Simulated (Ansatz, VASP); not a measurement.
**LiH in VASP and in Ansatz**

Contents of INCAR:

```
ALGO = Normal
EDIFF = 1E-6
EDIFFG = -0.04
ENCUT = 600
GGA = PE
IBRION = 2
ISIF = 3
ISMEAR = 0
LASPH = True
LCHARG = False
LREAL = False
LWAVE = False
NELM = 100
NSW = 90
PREC = Accurate
SIGMA = 0.1
```

Contents of KPOINTS:

```
k-points
0
Gamma
  6 6 6
```

File POSCAR:

```
LiH
1.0
    3.0697111148      0.0000000000      0.0000000000
   -0.6373210296      3.4984188260      0.0000000000
   -0.4910684469     -0.5537119519      3.5442889524
Li H
2 2
Direct
    0.7500000000      0.6925374059      0.9418391313
    0.2500000000      0.3074625941      0.0581608687
    0.3333333333      0.7500000000      0.3890125871
    0.6666666667      0.2500000000      0.6109874129
```

Input for Ansatz:

```yaml
crystal:
  lattice:
    - [3.0697111148, 0.0, 0.0]
    - [-0.6373210296, 3.498418826, 0.0]
    - [-0.4910684469, -0.5537119519, 3.5442889524]
  atoms:
    - { symbol: Li, position: [0.75, 0.6925374059, 0.9418391313] }
    - { symbol: Li, position: [0.25, 0.3074625941, 0.0581608687] }
    - { symbol: H, position: [0.3333333333, 0.75, 0.3890125871] }
    - { symbol: H, position: [0.6666666667, 0.25, 0.6109874129] }
basis:
  ecutwfc: 420
kpoints:
  mp_grid: { grid: [6, 6, 6] }
hamiltonian:
  xc: pbe
scf:
  occupations: { method: gaussian, width: 0.1 }
  lower_state_search: "off"
output:
  forces: true
  stress: true
  eigenvalues: true
relax:
  adjacent_minimum: "off"
  f_tol: 0.04
  max_steps: 70
  cell: { stress_tol: 0.4 }
```

Alike in both runs: task relaxation of cell and atoms; functional PBE; k mesh 6 × 6 × 6; occupations gaussian, width 0.1 eV; no spin polarisation.

|  | VASP | Ansatz |
| --- | --- | --- |
| version | VASP 6.6.1 | Ansatz 0.2.0 |
| potentials or method | VASP PAW PBE potentials, release 64 (Li_sv, H), cutoff 600 eV | scalar-relativistic, plane waves, PAW |
| valence electrons in the cell | 8 | 8 |

|  | VASP | Ansatz | Ansatz less VASP |
| --- | --- | --- | --- |
| gap on the k mesh at the Fermi level, each at its own relaxed structure (eV) | 2.88 | 2.91 | +0.031 |
| relaxed volume (Å³/atom) | 7.97 | 8.04 | +0.062 |
| relaxed cell length with the largest relative difference (Å) | 3.973 | 4.005 | +0.0326 |

Noted on VASP's run: the cutoff is short for stress, so the pressure is rough; the volume moved by over 15 % at a fixed basis, so the end points are rough.
